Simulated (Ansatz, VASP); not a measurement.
## Two plane-wave programs on NaI

```
CELL_PARAMETERS angstrom
0.00000 3.23100 3.23100
3.23100 0.00000 3.23100
3.23100 3.23100 0.00000
ATOMIC_POSITIONS crystal
Na 0.00047 0.00617 0.00246
I 0.51791 0.52489 0.43008
```

Alike in both runs: task single point; functional PBEsol; k mesh 4 × 4 × 4; no spin polarisation.

|  | VASP | Ansatz |
| --- | --- | --- |
| version | VASP 6.6.1 | Ansatz 0.2.0 |
| potentials or method | VASP PAW PBE potentials, release 64 (Na_pv, I), cutoff 520 eV | plane waves, PAW |
| occupations | gaussian, width 0.01 eV | fixed |
| valence electrons in the cell | 14 | 26 |

```tsv
	VASP	Ansatz	Ansatz less VASP
pressure (GPa)	0.0	0.0	-0.04
traceless stress, the component that is largest in VASP (GPa)	-0.21	-0.21	+0.003
rms of the force components (eV/Å)	0.140	0.138	-0.0022
```

VASP's potentials were made for PBE, not for PBEsol. Atom by atom the forces differ by 0.002 eV/Å (rms over components). VASP's potentials hold 14 valence electrons a cell and Ansatz's 26, so a difference there can come from the potentials and not from the codes. Ansatz's warnings: stress scf threshold loose.

The k mesh is coarse, so the values compare programs but aren't converged. Spin-orbit coupling is off throughout.
